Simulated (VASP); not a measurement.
# WSe2 (P6_3/mmc) in VASP: a series of runs

Runs on WSe2. Level: PBEsol. Tasks: single point, relaxation of cell and atoms.

All numbers are computed with VASP 6.6.1; they aren't measurements. Logs are shortened: lines on timing, memory, paths and dates and some standing lists are left out, and cuts for length are marked.

## Step 1: The cell of the first run

The structure is hexagonal, space group P6_3/mmc (No. 194). The conventional cell has a = 3.271 Å, b = 3.271 Å, c = 13.224 Å, α = 90.00°, β = 90.00°, γ = 120.00°. W (site symmetry -6m2) has 6 Se at 2.52 Å and 6 W at 3.27 Å within 3.3 Å. Within 3.3 Å of Se (site symmetry 3m) lie 3 W at 2.52 Å and 6 Se at 3.27 Å.

## Step 2: Single point, PBEsol

INCAR reads:

```
PREC     = Accurate       # precision mode
ENCUT    = 520            # plane-wave cutoff, eV
EDIFF    = 1E-6           # SCF threshold, eV
ISMEAR   = 0              # smearing method
SIGMA    = 0.02           # smearing width, eV
LREAL    = F              # projectors in reciprocal space
LASPH    = T              # aspherical terms in the spheres
NELM     = 100            # most SCF steps
ALGO     = Normal         # electronic algorithm
ISIF     = 2              # what is computed and relaxed
LWAVE    = F              # write WAVECAR
LCHARG   = F              # write CHGCAR
GGA      = PS             # functional
NBANDS   = 35             # bands
```

KPOINTS reads:

```
Automatic mesh
0
Gamma
  12 12 2
```

POSCAR reads:

```
WSe2
1.0
    3.2707424791      0.0000000000      0.0000000000
   -1.6353712395      2.8325460761      0.0000000000
    0.0000000000      0.0000000000     13.2240569018
W Se
2 4
Direct
    0.3333333333      0.6666666667      0.2500000000
    0.6666666667      0.3333333333      0.7500000000
    0.3333333333      0.6666666667      0.6233785393
    0.6666666667      0.3333333333      0.1233785393
    0.3333333333      0.6666666667      0.8766214607
    0.6666666667      0.3333333333      0.3766214607
```

Potentials or basis: VASP PAW PBE potentials, release 64 (W_sv, Se).

Run with:

```bash
$ cat potpaw_PBE.64/W_sv/POTCAR potpaw_PBE.64/Se/POTCAR > POTCAR
$ mpirun -np 1 vasp_std > vasp.out
```

OUTCAR:

```text
PREC = Accurate
   ENCUT = 520
   EDIFF = 1E-6
   ISMEAR = 0
   LREAL = F
   LASPH = T
   NELM = 100
   ISIF = 2
   GGA = PS

 ion  position               nearest neighbor table
   1  0.333  0.667  0.250-   4 2.52   6 2.52   4 2.52   6 2.52   4 2.52   6 2.52
   2  0.667  0.333  0.750-   3 2.52   5 2.52   3 2.52   5 2.52   3 2.52   5 2.52
   3  0.333  0.667  0.623-   2 2.52   2 2.52   2 2.52
   4  0.667  0.333  0.123-   1 2.52   1 2.52   1 2.52
   5  0.333  0.667  0.877-   2 2.52   2 2.52   2 2.52
   6  0.667  0.333  0.377-   1 2.52   1 2.52   1 2.52

  LATTYP: Found a hexagonal cell.
 ALAT       =     3.2707424791
 C/A-ratio  =     4.0431360727

  Lattice vectors:

 A1 = (   3.2707424791,   0.0000000000,   0.0000000000)
 A2 = (  -1.6353712395,   2.8325460761,   0.0000000000)
 A3 = (   0.0000000000,   0.0000000000,  13.2240569018)

Analysis of symmetry for initial positions (statically):
=====================================================================
 Subroutine PRICEL returns:
 Original cell was already a primitive cell.

 Routine SETGRP: Setting up the symmetry group for a
 hexagonal supercell.

 Subroutine GETGRP returns: Found 24 space group operations
 (whereof 12 operations were pure point group operations)
 out of a pool of 24 trial point group operations.

The static configuration has the point symmetry D_3d.
 The point group associated with its full space group is D_6h.

Analysis of symmetry for dynamics (positions and initial velocities):
=====================================================================
 Subroutine PRICEL returns:
 Original cell was already a primitive cell.

 Routine SETGRP: Setting up the symmetry group for a
 hexagonal supercell.

 Subroutine GETGRP returns: Found 24 space group operations
 (whereof 12 operations were pure point group operations)
 out of a pool of 24 trial point group operations.

The dynamic configuration has the point symmetry D_3d.
 The point group associated with its full space group is D_6h.

 Subroutine INISYM returns: Found 24 space group operations
 (whereof 12 operations are pure point group operations),
 and found     1 'primitive' translations

----------------------------------------------------------------------------------------

                                     Primitive cell

  volume of cell :     122.5147

  direct lattice vectors                    reciprocal lattice vectors
     3.270742479  0.000000000  0.000000000     0.305740977  0.176519635  0.000000000
    -1.635371239  2.832546076  0.000000000     0.000000000  0.353039270  0.000000000
     0.000000000  0.000000000 13.224056902     0.000000000  0.000000000  0.075619759

  length of vectors
     3.270742479  3.270742479 13.224056902     0.353039270  0.353039270  0.075619759

  position of ions in fractional coordinates (direct lattice)
     0.333333333  0.666666667  0.250000000
     0.666666667  0.333333333  0.750000000
     0.333333333  0.666666667  0.623378539
     0.666666667  0.333333333  0.123378539
     0.333333333  0.666666667  0.876621461
     0.666666667  0.333333333  0.376621461

  ion indices of the primitive-cell ions
   primitive index   ion index
                 1           1
                 2           2
                 3           3
                 4           4
                 5           5
                 6           6

----------------------------------------------------------------------------------------

 KPOINTS: Automatic mesh

Automatic generation of k-mesh.
 Grid dimensions read from file:
 generate k-points for:   12   12    2

 Generating k-lattice:

  Cartesian coordinates                     Fractional coordinates (reciprocal lattice)
     0.025478415  0.014709970  0.000000000     0.083333333  0.000000000  0.000000000
     0.000000000  0.029419939  0.000000000     0.000000000  0.083333333  0.000000000
     0.000000000  0.000000000  0.037809880     0.000000000  0.000000000  0.500000000

  Length of vectors
     0.029419939  0.029419939  0.037809880

  Shift w.r.t. Gamma in fractional coordinates (k-lattice)
     0.000000000  0.000000000  0.000000000

 Subroutine IBZKPT returns following result:
 ===========================================

 Found     38 irreducible k-points:

 Following reciprocal coordinates:
            Coordinates               Weight
  0.000000  0.000000  0.000000      1.000000
  0.083333 -0.000000  0.000000      6.000000
  0.166667 -0.000000  0.000000      6.000000
  0.250000 -0.000000  0.000000      6.000000
  0.333333 -0.000000  0.000000      6.000000
  0.416667 -0.000000  0.000000      6.000000
[... 16 lines left out ...]
  0.250000 -0.000000  0.500000      6.000000
  0.333333 -0.000000  0.500000      6.000000
 [... further k-points ...]
   k-points           NKPTS =     38   k-points in BZ     NKDIM =     38   number of bands    NBANDS=     35
   number of dos      NEDOS =    301   number of ions     NIONS =      6
   total plane-waves  NPLWV =  56448
   dimension x,y,z NGX =    24 NGY =   24 NGZ =   98
   dimension x,y,z NGXF=    48 NGYF=   48 NGZF=  196
   ions per type =               2   4
   NGX,Y,Z   is equivalent  to a cutoff of  12.20, 12.20, 12.32 a.u.
   NGXF,Y,Z  is equivalent  to a cutoff of  24.40, 24.40, 24.64 a.u.
 SYSTEM =  unknown system
   PREC   = accura    normal or accurate (medium, high low for compatibility)
   ISTART =      0    job   : 0-new  1-cont  2-samecut
   ICHARG =      2    charge: 1-file 2-atom 10-const
   ISPIN  =      1    spin polarized calculation?
   LNONCOLLINEAR =      F non collinear calculations
   LSORBIT =      F    spin-orbit coupling
   LASPH  =      T    aspherical Exc in radial PAW
   ENCUT  =  520.0 eV  38.22 Ry    6.18 a.u.   6.08  6.08 24.59*2*pi/ulx,y,z
   NELM   =    100;   NELMIN=  2; NELMDL= -5     # of ELM steps
   EDIFF  = 0.1E-05   stopping-criterion for ELM
   LREAL  =      F    real-space projection
   EDIFFG = 0.1E-04   stopping-criterion for IOM
   NSW    =      0    number of steps for IOM
   IBRION =     -1    ionic relax: 0-MD 1-quasi-New 2-CG
   NFREE  =      0    steps in history (QN), initial steepest desc. (CG)
   ISIF   =      2    stress and relaxation
   ISYM   =      2    0-nonsym 1-usesym 2-fastsym
   POTIM  = 0.5000    time-step for ionic-motion
   TEBEG  =    0.0;   TEEND  =   0.0 temperature during run
   PSTRESS=    0.0 pullay stress
   NELECT =      52.0000    total number of electrons
   NUPDOWN=      -1.0000    fix difference up-down
   EMIN   =  10.00;   EMAX   =-10.00  energy-range for DOS
   EFERMI =   0.00;   METHOD = LEGACY
   ISMEAR =     0;   SIGMA  =   0.02  broadening in eV -4-tet -1-fermi 0-gaus
   EFERMI_NEDOS =   21; number of points for ismear=-14 and -15
   IALGO  =     38    algorithm
   IMIX   =      4    mixing-type and parameters
     AMIX     =   0.40;   BMIX     =  1.00
     AMIX_MAG =   1.60;   BMIX_MAG =  1.00
  volume/ion in A,a.u.               =      20.42       137.79
  Fermi-wavevector in a.u.,A,eV,Ry     =   1.230306  2.324942 20.594509  1.513654
  Thomas-Fermi vector in A             =   2.365160
   LORBIT       =      0    0 simple, 1 ext, 2 COOP (PROOUT), +10 PAW based schemes
   GGA     = PS    functional components
   LHFCALC =     F    Hartree Fock is set to
   AEXX    =    0.0000 exact exchange contribution
   IVDW    =     0    specifies the selected vdW correction
   LEPSILON=     F    determine dielectric tensor
   LRPA    =     F    only Hartree local field effects (RPA)
 non-spin polarized calculation
 Gauss-broadening in eV      SIGMA  =   0.02
  energy-cutoff  :      520.00
  volume of cell :      122.51
 maximum number of plane-waves:      3354
   NGX = 13   NGY = 13   NGZ = 49

 number of electron      51.9999994 magnetization

 Free energy of the ion-electron system (eV)
  ---------------------------------------------------
  ext. energy  EPLUGINS =         0.00000000
  ---------------------------------------------------
  free energy    TOTEN  =       -46.55063768 eV

  energy without entropy =      -46.55063768  energy(sigma->0) =      -46.55063768

 E-fermi :   6.0966     XC(G=0): -10.8344

 val. band max:        5.9492243743   @ k =   0.0000   0.0000   0.0000
 cond. band min:       6.9877190656   @ k =   0.1667   0.1667   0.0000
 fundamental gap:      1.0384946913
 Fermi energy:         6.0965934740

 k-point     1 :       0.0000    0.0000    0.0000
  band No.  band energies     occupation
      1     -68.2204      2.00000
      2     -68.2204      2.00000
      3     -32.4857      2.00000
      4     -32.4857      2.00000
      5     -32.3357      2.00000
      6     -32.3357      2.00000
[... 27 lines left out ...]
     34       9.0400      0.00000
     35      10.5202      0.00000

 k-point     2 :       0.0833   -0.0000    0.0000
  band No.  band energies     occupation
      1     -68.2197      2.00000
      2     -68.2197      2.00000
      3     -32.4825      2.00000
      4     -32.4824      2.00000
      5     -32.3528      2.00000
      6     -32.3528      2.00000
[... 27 lines left out ...]
     34       8.9971      0.00000
     35      11.1587      0.00000

 k-point     3 :       0.1667   -0.0000    0.0000
  band No.  band energies     occupation
      1     -68.2176      2.00000
      2     -68.2176      2.00000
      3     -32.4735      2.00000
      4     -32.4735      2.00000
      5     -32.3990      2.00000
      6     -32.3990      2.00000
[... 27 lines left out ...]
     34       9.4517      0.00000
     35      12.0572      0.00000
[... 723 lines left out ...]
 k-point    23 :       0.2500   -0.0000    0.5000
  band No.  band energies     occupation
      1     -68.2147      2.00000
      2     -68.2147      2.00000
      3     -32.4616      2.00000
      4     -32.4616      2.00000
      5     -32.4613      2.00000
      6     -32.4613      2.00000
[... 27 lines left out ...]
     34       9.7826      0.00000
     35      12.3887      0.00000

 k-point    24 :       0.3333   -0.0000    0.5000
  band No.  band energies     occupation
      1     -68.2119      2.00000
      2     -68.2119      2.00000
      3     -32.5235      2.00000
      4     -32.5235      2.00000
      5     -32.4491      2.00000
      6     -32.4491      2.00000
[... 27 lines left out ...]
     34      10.0511      0.00000
     35      11.6418      0.00000

 [... further k-points ...]
[... 5 lines left out ...]
  --------------------------------------------------------------------------------------
  -------------------------------------------------------------------------------------
  Total        0.2958279      0.2958279      0.3820329      0.0000000      0.0000000      0.0000000
  in kB        3.8686702      3.8686702      4.9960105      0.0000000      0.0000000      0.0000000
  external PRESSURE =       4.2444503 kB  Pullay stress =       0.0000000 kB

 VOLUME and BASIS-vectors are now :
 -----------------------------------------------------------------------------
  energy-cutoff  :      520.00
  volume of cell :      122.51
      direct lattice vectors                 reciprocal lattice vectors
     3.270742479  0.000000000  0.000000000     0.305740977  0.176519635  0.000000000
    -1.635371239  2.832546076  0.000000000     0.000000000  0.353039270  0.000000000
     0.000000000  0.000000000 13.224056902     0.000000000  0.000000000  0.075619759

 POSITION                                       TOTAL-FORCE (eV/Angst)
 -----------------------------------------------------------------------------------
     -0.00000      1.88836      3.30601         0.000000     -0.000000      0.000000
      1.63537      0.94418      9.91804        -0.000000      0.000000      0.000000
     -0.00000      1.88836      8.24359         0.000000     -0.000000     -0.058870
      1.63537      0.94418      1.63156         0.000000      0.000000     -0.058870
     -0.00000      1.88836     11.59249        -0.000000     -0.000000      0.058870
      1.63537      0.94418      4.98046        -0.000000      0.000000      0.058870
 -----------------------------------------------------------------------------------
    total drift:                                0.000000     -0.000000      0.000000

  FREE ENERGIE OF THE ION-ELECTRON SYSTEM (eV)
  ---------------------------------------------------
  free  energy   TOTEN  =       -46.5506376836 eV

  energy  without entropy=      -46.5506376836  energy(sigma->0) =      -46.55063768
```

Run time: 53 s. Hardware: 1 thread of Intel Xeon 6975P-C (Granite Rapids), shared host; peak memory 0.3 GiB.

What came out:

| Quantity | Value |
| --- | --- |
| Free energy | -46.5506 eV |
| Pressure | 0.4 GPa |
| Largest force | 0.059 eV/Å |
| Band gap on the k mesh | 1.04 eV, indirect (least direct gap 1.59 eV) |

Forces in eV/Å, atoms in the order of the input:
```
W    0.000  0.000  0.000
W    0.000  0.000  0.000
Se   0.000  0.000 -0.059
Se   0.000  0.000 -0.059
Se   0.000  0.000  0.059
Se   0.000  0.000  0.059
```

Stress tensor (GPa, compression positive):
```
0.39 0.00 0.00
0.00 0.39 0.00
0.00 0.00 0.50
```

Levels at points of the mesh, in eV from the valence-band top:
| k point | band 24 | band 25 | band 26 | band 27 | band 28 | band 29 |
| --- | --- | --- | --- | --- | --- | --- |
| (0.00, 0.00, 0.00) | -1.19 | -1.09 | 0.00 | 2.80 | 2.80 | 2.84 |
| (0.50, 0.00, 0.00) | -1.23 | -1.18 | -0.99 | 2.28 | 2.32 | 2.42 |
| (0.00, 0.00, 0.50) | -1.40 | -0.24 | -0.24 | 2.81 | 2.81 | 2.81 |
| (0.50, 0.00, 0.50) | -1.27 | -1.09 | -1.09 | 2.30 | 2.30 | 2.63 |

Caveat: the PAW data sets were made with another functional, which shifts forces and pressure a little; spin-orbit coupling is left out, which moves the levels of the heavy elements; this functional lacks dispersion, which binds the layers, so the pressure and a relaxed spacing across them are unreliable.

## Step 3: Relaxation of cell and atoms, PBEsol

This run uses another cell than the first one, of 19.85 Å³/atom, 0.972 times its volume.

INCAR reads:

```
  ALGO = Normal
  EDIFF = 1E-7
  EDIFFG = -0.005
  ENCUT = 600
  GGA = PS
  IBRION = 2
  ISIF = 3
  ISMEAR = 0
  LASPH = T
  LCHARG = F
  LREAL = F
  LWAVE = F
  NELM = 100
  NSW = 70
  PREC = Accurate
  SIGMA = 0.02
```

KPOINTS reads:

```
k-points
0
Gamma
  12 12 2
```

POSCAR reads:

```
WSe2
1.0
    3.2790275148      0.0000000000      0.0000000000
   -1.6395137574      2.8397211276      0.0000000000
    0.0000000000      0.0000000000     12.7886116041
W Se
2 4
Direct
    0.3333333333      0.6666666667      0.2500000000
    0.6666666667      0.3333333333      0.7500000000
    0.3333333333      0.6666666667      0.6182912265
    0.6666666667      0.3333333333      0.1182912265
    0.3333333333      0.6666666667      0.8817087735
    0.6666666667      0.3333333333      0.3817087735
```

Potentials or basis: VASP PAW PBE potentials, release 64 (W_sv, Se).

Run with:

```bash
$ cat potpaw_PBE.64/W_sv/POTCAR potpaw_PBE.64/Se/POTCAR > POTCAR
$ mpirun -np 1 vasp_std > vasp.out
```

It took 13 min on 1 thread of Intel Xeon 6975P-C (Granite Rapids), shared host; peak memory 0.39 GiB.

The run converged. Its results:

```yaml
Free_energy: -46.5515 eV
Relaxed_volume: 20.51 Å³/atom
Relaxed_cell: a = 3.273 Å, b = 3.273 Å, c = 13.262 Å, α = 90.00°, β = 90.00°, γ = 120.00°
Space_group_after_relaxing_to_0.05_Å: P6_3/mmc (No. 194)
Energy_gained_by_relaxing: 3.5 meV/atom
Ionic_steps: 10
Pressure_after_relaxing: 0.0 GPa
Largest_force_after_relaxing: 0.004 eV/Å
Band_gap_on_the_k_mesh: 1.05 eV, indirect (least direct gap 1.59 eV)
```

Forces in eV/Å, atoms in the order of the input:
```
W    0.000  0.000  0.000
W    0.000  0.000  0.000
Se   0.000  0.000 -0.004
Se   0.000  0.000 -0.004
Se   0.000  0.000  0.004
Se   0.000  0.000  0.004
```

The path:
```
step  energy change (eV)  largest force (eV/Å)  pressure (GPa)  volume (Å³)
   1              0.0000                0.2295           -0.73       119.08
   2              0.0049                0.1715            2.21       117.54
   3             -0.0034                0.0746            0.40       118.47
   4             -0.0072                0.0691            0.37       118.85
   5             -0.0153                0.0532            0.31       120.00
   6             -0.0196                0.0234            0.35       122.27
   7             -0.0164                0.0822           -1.16       124.65
   8             -0.0209                0.0441           -0.20       123.11
   9             -0.0178                0.1747            0.76       122.89
  10             -0.0212                0.0043            0.01       123.06
```

Final structure:
```yaml
crystal:
  lattice:
    - [3.27333, 0.00000, 0.00000]
    - [-1.63666, 2.83478, 0.00000]
    - [0.00000, 0.00000, 13.26213]
  atoms:
    - { symbol: W, position: [0.33333, 0.66667, 0.25000] }
    - { symbol: W, position: [0.66667, 0.33333, 0.75000] }
    - { symbol: Se, position: [0.33333, 0.66667, 0.62358] }
    - { symbol: Se, position: [0.66667, 0.33333, 0.12358] }
    - { symbol: Se, position: [0.33333, 0.66667, 0.87642] }
    - { symbol: Se, position: [0.66667, 0.33333, 0.37642] }
```

Levels at points of the mesh, in eV from the valence-band top:
| k point | band 24 | band 25 | band 26 | band 27 | band 28 | band 29 |
| --- | --- | --- | --- | --- | --- | --- |
| (0.00, 0.00, 0.00) | -1.20 | -1.07 | 0.00 | 2.81 | 2.81 | 2.84 |
| (0.50, 0.00, 0.00) | -1.21 | -1.17 | -0.98 | 2.29 | 2.32 | 2.43 |
| (0.00, 0.00, 0.50) | -1.38 | -0.24 | -0.24 | 2.81 | 2.81 | 2.81 |
| (0.50, 0.00, 0.50) | -1.26 | -1.07 | -1.07 | 2.30 | 2.30 | 2.63 |

Caveat: the PAW data sets were made with another functional, which shifts forces and pressure a little; spin-orbit coupling is left out, which moves the levels of the heavy elements; this functional lacks dispersion, which binds the layers, so the pressure and a relaxed spacing across them are unreliable. PBEsol gaps usually lie below the measured ones, often by a third to a half.
